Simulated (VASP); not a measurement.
# ZnS (F-43m) in VASP: a series of runs

The runs below take ZnS through single point, with LDA.

Program: VASP 6.6.1. These are calculated values, not measurements. Logs are shortened: lines on timing, memory, paths and dates and some standing lists are left out, and cuts for length are marked.

**The experiment to reproduce.**

“Electronic, vibrational, and thermodynamic properties of ZnS (zincblende and rocksalt structure)”, 2009, arxiv:0911.5022 quotes, for a bulk crystal of ZnS at 19 K: band gap 3.85 eV (direct).

The results are compared with them further down.

### Step 1. The cell of the first run

It takes space group F-43m (No. 216, cubic). Conventional cell: a = 5.297 Å, b = 5.297 Å, c = 5.297 Å, α = 90.00°, β = 90.00°, γ = 90.00°. Zn (site symmetry -43m) has 4 S at 2.29 Å within 3.0 Å. Within 3.0 Å of S (site symmetry -43m) lie 4 Zn at 2.29 Å.

### Step 2. Single point, LDA

INCAR reads:

```
ALGO     = Normal         # electronic algorithm
EDIFF    = 1E-6           # SCF threshold, eV
ENCUT    = 520            # plane-wave cutoff, eV
GGA      = CA             # functional
ISIF     = 2              # what is computed and relaxed
ISMEAR   = 0              # smearing method
LASPH    = T              # aspherical terms in the spheres
LCHARG   = F              # write CHGCAR
LREAL    = F              # projectors in reciprocal space
LWAVE    = F              # write WAVECAR
NBANDS   = 16             # bands
NELM     = 100            # most SCF steps
PREC     = Accurate       # precision mode
SIGMA    = 0.01           # smearing width, eV
```

KPOINTS reads:

```
k-points
0
Gamma
  8 8 8
```

POSCAR reads:

```
ZnS
1.0
    0.0000000000      2.6484691264      2.6484691264
    2.6484691264      0.0000000000      2.6484691264
    2.6484691264      2.6484691264      0.0000000000
Zn S
1 1
Direct
    0.7500000000      0.7500000000      0.7500000000
    0.0000000000      0.0000000000      0.0000000000
```

Potentials or basis: VASP PAW LDA potentials, release 64 (Zn, S).

The run is started by

```
$ cat potpaw_LDA.64/Zn/POTCAR potpaw_LDA.64/S/POTCAR > POTCAR
$ mpirun -np 1 vasp_std > vasp.out
```

OUTCAR:

```text
EDIFF = 1E-6
   ENCUT = 520
   GGA = CA
   ISIF = 2
   ISMEAR = 0
   LASPH = T
   LREAL = F
   NELM = 100
   PREC = Accurate

 ion  position               nearest neighbor table
   1  0.750  0.750  0.750-   2 2.29   2 2.29   2 2.29   2 2.29
   2  0.000  0.000  0.000-   1 2.29   1 2.29   1 2.29   1 2.29

  LATTYP: Found a face centered cubic cell.
 ALAT       =     5.2969382528

  Lattice vectors:

 A1 = (   0.0000000000,   2.6484691264,   2.6484691264)
 A2 = (   2.6484691264,   0.0000000000,   2.6484691264)
 A3 = (   2.6484691264,   2.6484691264,   0.0000000000)

Analysis of symmetry for initial positions (statically):
=====================================================================
 Subroutine PRICEL returns:
 Original cell was already a primitive cell.

 Routine SETGRP: Setting up the symmetry group for a
 face centered cubic supercell.

 Subroutine GETGRP returns: Found 24 space group operations
 (whereof 24 operations were pure point group operations)
 out of a pool of 48 trial point group operations.

The static configuration has the point symmetry T_d .

Analysis of symmetry for dynamics (positions and initial velocities):
=====================================================================
 Subroutine PRICEL returns:
 Original cell was already a primitive cell.

 Routine SETGRP: Setting up the symmetry group for a
 face centered cubic supercell.

 Subroutine GETGRP returns: Found 24 space group operations
 (whereof 24 operations were pure point group operations)
 out of a pool of 48 trial point group operations.

The dynamic configuration has the point symmetry T_d .

 Subroutine INISYM returns: Found 24 space group operations
 (whereof 24 operations are pure point group operations),
 and found     1 'primitive' translations

----------------------------------------------------------------------------------------

                                     Primitive cell

  volume of cell :      37.1548

  direct lattice vectors                    reciprocal lattice vectors
     0.000000000  2.648469126  2.648469126    -0.188788306  0.188788306  0.188788306
     2.648469126  0.000000000  2.648469126     0.188788306 -0.188788306  0.188788306
     2.648469126  2.648469126  0.000000000     0.188788306  0.188788306 -0.188788306

  length of vectors
     3.745500958  3.745500958  3.745500958     0.326990938  0.326990938  0.326990938

  position of ions in fractional coordinates (direct lattice)
     0.750000000  0.750000000  0.750000000
     0.000000000  0.000000000  0.000000000

  ion indices of the primitive-cell ions
   primitive index   ion index
                 1           1
                 2           2

----------------------------------------------------------------------------------------

 KPOINTS: k-points

Automatic generation of k-mesh.
 Grid dimensions read from file:
 generate k-points for:    8    8    8

 Generating k-lattice:

  Cartesian coordinates                     Fractional coordinates (reciprocal lattice)
    -0.023598538  0.023598538  0.023598538     0.125000000  0.000000000  0.000000000
     0.023598538 -0.023598538  0.023598538     0.000000000  0.125000000  0.000000000
     0.023598538  0.023598538 -0.023598538     0.000000000  0.000000000  0.125000000

  Length of vectors
     0.040873867  0.040873867  0.040873867

  Shift w.r.t. Gamma in fractional coordinates (k-lattice)
     0.000000000  0.000000000  0.000000000

 Subroutine IBZKPT returns following result:
 ===========================================

 Found     29 irreducible k-points:

 Following reciprocal coordinates:
            Coordinates               Weight
  0.000000  0.000000  0.000000      1.000000
  0.125000  0.000000  0.000000      8.000000
  0.250000  0.000000  0.000000      8.000000
  0.375000  0.000000  0.000000      8.000000
  0.500000  0.000000  0.000000      4.000000
  0.125000  0.125000  0.000000      6.000000
[... 16 lines left out ...]
  0.500000  0.250000  0.125000     48.000000
 -0.375000  0.250000  0.125000     24.000000
 [... further k-points ...]
   k-points           NKPTS =     29   k-points in BZ     NKDIM =     29   number of bands    NBANDS=     16
   number of dos      NEDOS =    301   number of ions     NIONS =      2
   total plane-waves  NPLWV =  21952
   dimension x,y,z NGX =    28 NGY =   28 NGZ =   28
   dimension x,y,z NGXF=    56 NGYF=   56 NGZF=   56
   ions per type =               1   1
   NGX,Y,Z   is equivalent  to a cutoff of  12.43, 12.43, 12.43 a.u.
   NGXF,Y,Z  is equivalent  to a cutoff of  24.86, 24.86, 24.86 a.u.
 SYSTEM =  unknown system
   PREC   = accura    normal or accurate (medium, high low for compatibility)
   ISTART =      0    job   : 0-new  1-cont  2-samecut
   ICHARG =      2    charge: 1-file 2-atom 10-const
   ISPIN  =      1    spin polarized calculation?
   LNONCOLLINEAR =      F non collinear calculations
   LSORBIT =      F    spin-orbit coupling
   LASPH  =      T    aspherical Exc in radial PAW
   ENCUT  =  520.0 eV  38.22 Ry    6.18 a.u.   6.96  6.96  6.96*2*pi/ulx,y,z
   NELM   =    100;   NELMIN=  2; NELMDL= -5     # of ELM steps
   EDIFF  = 0.1E-05   stopping-criterion for ELM
   LREAL  =      F    real-space projection
   EDIFFG = 0.1E-04   stopping-criterion for IOM
   NSW    =      0    number of steps for IOM
   IBRION =     -1    ionic relax: 0-MD 1-quasi-New 2-CG
   NFREE  =      0    steps in history (QN), initial steepest desc. (CG)
   ISIF   =      2    stress and relaxation
   ISYM   =      2    0-nonsym 1-usesym 2-fastsym
   POTIM  = 0.5000    time-step for ionic-motion
   TEBEG  =    0.0;   TEEND  =   0.0 temperature during run
   PSTRESS=    0.0 pullay stress
   NELECT =      18.0000    total number of electrons
   NUPDOWN=      -1.0000    fix difference up-down
   EMIN   =  10.00;   EMAX   =-10.00  energy-range for DOS
   EFERMI =   0.00;   METHOD = LEGACY
   ISMEAR =     0;   SIGMA  =   0.01  broadening in eV -4-tet -1-fermi 0-gaus
   EFERMI_NEDOS =   21; number of points for ismear=-14 and -15
   IALGO  =     38    algorithm
   IMIX   =      4    mixing-type and parameters
     AMIX     =   0.40;   BMIX     =  1.00
     AMIX_MAG =   1.60;   BMIX_MAG =  1.00
  volume/ion in A,a.u.               =      18.58       125.37
  Fermi-wavevector in a.u.,A,eV,Ry     =   1.285762  2.429739 22.492950  1.653185
  Thomas-Fermi vector in A             =   2.417877
   LORBIT       =      0    0 simple, 1 ext, 2 COOP (PROOUT), +10 PAW based schemes
   GGA     = CA    functional components
   LHFCALC =     F    Hartree Fock is set to
   AEXX    =    0.0000 exact exchange contribution
   IVDW    =     0    specifies the selected vdW correction
   LEPSILON=     F    determine dielectric tensor
   LRPA    =     F    only Hartree local field effects (RPA)
 non-spin polarized calculation
 Gauss-broadening in eV      SIGMA  =   0.01
  energy-cutoff  :      520.00
  volume of cell :       37.15
 maximum number of plane-waves:      1012
   NGX = 13   NGY = 13   NGZ = 13

 number of electron      18.0000014 magnetization

 Free energy of the ion-electron system (eV)
  ---------------------------------------------------
  ext. energy  EPLUGINS =         0.00000000
  ---------------------------------------------------
  free energy    TOTEN  =        -8.20752492 eV

  energy without entropy =       -8.20752492  energy(sigma->0) =       -8.20752492

 E-fermi :   2.5558     XC(G=0): -10.3160

 val. band max:        2.5128654282   @ k =   0.0000   0.0000   0.0000
 cond. band min:       4.6725582328   @ k =   0.0000   0.0000   0.0000
 fundamental gap:      2.1596928047
 Fermi energy:         2.5558375065

 k-point     1 :       0.0000    0.0000    0.0000
  band No.  band energies     occupation
      1     -11.0341      2.00000
      2      -4.2435      2.00000
      3      -4.2435      2.00000
      4      -4.2435      2.00000
      5      -3.6905      2.00000
      6      -3.6905      2.00000
[... 8 lines left out ...]
     15      14.3388      0.00000
     16      14.3718      0.00000

 k-point     2 :       0.1250    0.0000    0.0000
  band No.  band energies     occupation
      1     -10.9020      2.00000
      2      -4.2473      2.00000
      3      -4.2201      2.00000
      4      -4.2201      2.00000
      5      -3.6927      2.00000
      6      -3.6927      2.00000
[... 8 lines left out ...]
     15      13.6710      0.00000
     16      15.1543      0.00000

 k-point     3 :       0.2500    0.0000    0.0000
  band No.  band energies     occupation
      1     -10.5541      2.00000
      2      -4.2102      2.00000
      3      -4.1691      2.00000
      4      -4.1691      2.00000
      5      -3.6893      2.00000
      6      -3.6893      2.00000
[... 8 lines left out ...]
     15      13.4530      0.00000
     16      14.5870      0.00000

 k-point     4 :       0.3750    0.0000    0.0000
  band No.  band energies     occupation
      1     -10.1529      2.00000
      2      -4.1295      2.00000
      3      -4.1295      2.00000
      4      -3.9917      2.00000
      5      -3.6696      2.00000
      6      -3.6696      2.00000
[... 8 lines left out ...]
     15      14.6388      0.00000
     16      14.6388      0.00000
[... 324 lines left out ...]
 k-point    22 :       0.3750    0.2500    0.1250
  band No.  band energies     occupation
      1     -10.2796      2.00000
      2      -4.2403      2.00000
      3      -4.0996      2.00000
      4      -4.0708      2.00000
      5      -3.7189      2.00000
      6      -3.6464      2.00000
[... 8 lines left out ...]
     15      15.4058      0.00000
     16      17.7713      0.00000

 k-point    23 :       0.5000    0.2500    0.1250
  band No.  band energies     occupation
      1      -9.9426      2.00000
      2      -4.1330      2.00000
      3      -4.0680      2.00000
      4      -3.9265      2.00000
      5      -3.6725      2.00000
      6      -3.6103      2.00000
[... 8 lines left out ...]
     15      16.4253      0.00000
     16      17.0027      0.00000

 k-point    24 :      -0.3750    0.2500    0.1250
  band No.  band energies     occupation
      1      -9.7901      2.00000
      2      -4.1109      2.00000
      3      -4.0417      2.00000
      4      -3.7642      2.00000
      5      -3.6771      2.00000
      6      -3.3784      2.00000
[... 8 lines left out ...]
     15      16.0511      0.00000
     16      16.9737      0.00000

 [... further k-points ...]

------------------------ aborting loop because EDIFF is reached ----------------------------------------

  FORCE on cell =-STRESS in cart. coord.  units (eV):
  Direction    XX          YY          ZZ          XY          YZ          ZX
  --------------------------------------------------------------------------------------
  -------------------------------------------------------------------------------------
  Total        0.0522386      0.0522386      0.0522386      0.0000000     -0.0000000      0.0000000
  in kB        2.2526164      2.2526164      2.2526164      0.0000000     -0.0000000      0.0000000
  external PRESSURE =       2.2526164 kB  Pullay stress =       0.0000000 kB

 VOLUME and BASIS-vectors are now :
 -----------------------------------------------------------------------------
  energy-cutoff  :      520.00
  volume of cell :       37.15
      direct lattice vectors                 reciprocal lattice vectors
     0.000000000  2.648469126  2.648469126    -0.188788306  0.188788306  0.188788306
     2.648469126  0.000000000  2.648469126     0.188788306 -0.188788306  0.188788306
     2.648469126  2.648469126  0.000000000     0.188788306  0.188788306 -0.188788306

 POSITION                                       TOTAL-FORCE (eV/Angst)
 -----------------------------------------------------------------------------------
      3.97270      3.97270      3.97270        -0.000000     -0.000000      0.000000
      0.00000      0.00000      0.00000         0.000000      0.000000     -0.000000
 -----------------------------------------------------------------------------------
    total drift:                                0.000001      0.000001      0.000001

  FREE ENERGIE OF THE ION-ELECTRON SYSTEM (eV)
  ---------------------------------------------------
  free  energy   TOTEN  =        -8.2075249161 eV

  energy  without entropy=       -8.2075249161  energy(sigma->0) =       -8.20752492
```

Wall time 9.6 s (1 thread of AMD EPYC 9R45 (Zen 5), shared host); peak memory 0.11 GiB.

Results:

```
Free energy            : -8.2075 eV
Pressure               : 0.2 GPa
Band gap on the k mesh : 2.16 eV, direct
```

### Step 3. Single point, LDA

INCAR reads:

```
SYSTEM = ZnS
ALGO = Normal
EDIFF = 1E-7
ENCUT = 520
ISIF = 2
ISMEAR = 0
LASPH = .True.
LCHARG = .True.
LELF = .True.
LREAL = .False.
LVHAR = .True.
LWAVE = .False.
NBANDS = 16
NELM = 100
PREC = Accurate
SIGMA = 0.01
```

KPOINTS reads:

```
k-points
0
Gamma
  8 8 8
  0 0 0
```

POSCAR is that of step 2.

Potentials or basis: VASP PAW LDA potentials, release 64 (Zn, S).

The run is started by

```
$ cat potpaw_LDA.64/Zn/POTCAR potpaw_LDA.64/S/POTCAR > POTCAR
$ mpirun -np 1 vasp_std > vasp.out
```

It took 10 s on 1 thread of AMD EPYC 9R45 (Zen 5), shared host; peak memory 0.11 GiB.

It converged, with:

| Quantity | Value |
| --- | --- |
| Free energy | -8.2075 eV |
| Pressure | 0.3 GPa |
| Band gap on the k mesh | 2.16 eV, direct |

Levels at points of the mesh, in eV from the valence-band top:
```tsv
k point	band 6	band 7	band 8	band 9	band 10	band 11	band 12	band 13
(0.00, 0.00, 0.00)	-6.20	0.00	0.00	0.00	2.16	6.21	6.21	6.21
(0.50, 0.00, 0.00)	-5.98	-5.78	-0.97	-0.97	3.23	6.76	6.76	8.85
(0.50, 0.50, 0.00)	-5.96	-4.91	-2.47	-2.47	3.06	3.89	11.16	12.20
```

### Step 4. Single point, LDA

This run uses another cell than the first one, of 18.30 Å³/atom, 0.985 times its volume.

INCAR reads:

```
SYSTEM = ZnS
ALGO = Normal
EDIFF = 1E-6
ENCUT = 520
ISIF = 2
ISMEAR = 0
LASPH = .True.
LCHARG = .False.
LREAL = .False.
LWAVE = .False.
NBANDS = 16
NELM = 80
PREC = Accurate
SIGMA = 0.01
```

KPOINTS is that of step 3.

POSCAR reads:

```
ZnS
1.0
    0.0000000000      2.6352267808      2.6352267808
    2.6352267808      0.0000000000      2.6352267808
    2.6352267808      2.6352267808      0.0000000000
Zn S
1 1
Direct
    0.7500000000      0.7500000000      0.7500000000
    0.0000000000      0.0000000000      0.0000000000
```

The run is started by

```
$ cat potpaw_LDA.64/Zn/POTCAR potpaw_LDA.64/S/POTCAR > POTCAR
$ mpirun -np 1 vasp_std > vasp.out
```

It took 9.1 s on 1 thread of AMD EPYC 9R45 (Zen 5), shared host; peak memory 0.11 GiB.

Results (log left out):

* Free energy: -8.2042 eV
* Pressure: 1.6 GPa
* Band gap on the k mesh: 2.23 eV, direct

Levels at points of the mesh, in eV from the valence-band top:
```csv
k point,band 5,band 6,band 7,band 8,band 9,band 10,band 11,band 12,band 13,band 14
"(0.00, 0.00, 0.00)",-6.26,-6.26,0.00,0.00,0.00,2.23,6.19,6.19,6.19,11.84
"(0.50, 0.00, 0.00)",-6.22,-6.04,-5.87,-0.99,-0.99,3.26,6.74,6.74,8.90,12.23
"(0.50, 0.50, 0.00)",-6.17,-6.00,-4.97,-2.53,-2.53,3.02,3.88,11.28,12.30,12.30
```

### Step 5. Single point, LDA

This run uses another cell than the first one, of 18.86 Å³/atom, 1.015 times its volume.

INCAR reads:

```
SYSTEM = ZnS
PREC = Accurate
ENCUT = 520
EDIFF = 1E-6
ISMEAR = 0
SIGMA = 0.01
LREAL = .FALSE.
LASPH = .TRUE.
NELM = 80
ALGO = Normal
ISIF = 2
LWAVE = .FALSE.
LCHARG = .TRUE.
GGA = CA
LELF = .TRUE.
LVHAR = .TRUE.
NBANDS = 16
```

KPOINTS reads:

```
regular mesh
0
G
  8 8 8
  0 0 0
```

POSCAR reads:

```
ZnS
1.0
    0.0000000000      2.6617114720      2.6617114720
    2.6617114720      0.0000000000      2.6617114720
    2.6617114720      2.6617114720      0.0000000000
Zn S
1 1
Direct
    0.7500000000      0.7500000000      0.7500000000
    0.0000000000      0.0000000000      0.0000000000
```

The run is started by

```
$ cat potpaw_LDA.64/Zn/POTCAR potpaw_LDA.64/S/POTCAR > POTCAR
$ mpirun -np 1 vasp_std > vasp.out
```

It took 9.8 s on 1 thread of AMD EPYC 9R45 (Zen 5), shared host; peak memory 0.11 GiB.

It converged, with:

| Property | Result |
| --- | --- |
| Free energy | -8.2063 eV |
| Pressure | -1.0 GPa |
| Band gap on the k mesh | 2.09 eV, direct |

Levels at points of the mesh, in eV from the valence-band top:
| k point | band 5 | band 6 | band 7 | band 8 | band 9 | band 10 | band 11 | band 12 | band 13 | band 14 |
| --- | --- | --- | --- | --- | --- | --- | --- | --- | --- | --- |
| (0.00, 0.00, 0.00) | -6.15 | -6.15 | 0.00 | 0.00 | 0.00 | 2.09 | 6.22 | 6.22 | 6.22 | 11.77 |
| (0.50, 0.00, 0.00) | -6.12 | -5.93 | -5.68 | -0.94 | -0.94 | 3.20 | 6.77 | 6.77 | 8.79 | 12.07 |
| (0.50, 0.50, 0.00) | -6.07 | -5.91 | -4.85 | -2.42 | -2.42 | 3.09 | 3.89 | 11.05 | 12.09 | 12.09 |

### Step 6. Overview

| cell | gap on the mesh (eV) | pressure (GPa) |
| --- | --- | --- |
| a = 3.746 Å, angles 60.0°, 2 atoms | 2.16 | 0.3 |
| a = 3.727 Å, angles 60.0°, 2 atoms | 2.23 | 1.6 |
| a = 3.764 Å, angles 60.0°, 2 atoms | 2.09 | -1.0 |

Alike in all rows: task single point; level LDA; potentials or basis VASP PAW LDA potentials, release 64 (Zn, S); no spin polarisation; k mesh 8 × 8 × 8; cutoff (eV) 520; smearing gaussian 0.01 eV.

Absolute energies hang on the potentials; compare differences alone.

### Step 7. Against experiment

Step 2. Against the measured gap of ZnS, 3.85 eV (direct; 19 K; quoted in “Electronic, vibrational, and thermodynamic properties of ZnS (zincblende and rocksalt structure)”, 2009, arxiv:0911.5022), the calculated 2.16 eV is off by -1.69 eV. The value is that of LDA, without temperature or zero-point motion. Semilocal functionals fall short of measured gaps as a rule.

Step 3. Against the measured gap of ZnS, 3.85 eV (direct; 19 K; quoted in “Electronic, vibrational, and thermodynamic properties of ZnS (zincblende and rocksalt structure)”, 2009, arxiv:0911.5022), the calculated 2.16 eV is off by -1.69 eV. The value is that of LDA, without temperature or zero-point motion. Semilocal functionals fall short of measured gaps as a rule.

Step 4. A measured gap of ZnS is 3.85 eV (direct; 19 K; quoted in “Electronic, vibrational, and thermodynamic properties of ZnS (zincblende and rocksalt structure)”, 2009, arxiv:0911.5022); the calculated 2.23 eV misses it by -1.62 eV. The value is that of LDA, without temperature or zero-point motion. Semilocal functionals fall short of measured gaps as a rule.

Step 5. A measured gap of ZnS is 3.85 eV (direct; 19 K; quoted in “Electronic, vibrational, and thermodynamic properties of ZnS (zincblende and rocksalt structure)”, 2009, arxiv:0911.5022); the calculated 2.09 eV misses it by -1.76 eV. The value is that of LDA, without temperature or zero-point motion. Semilocal functionals fall short of measured gaps as a rule.
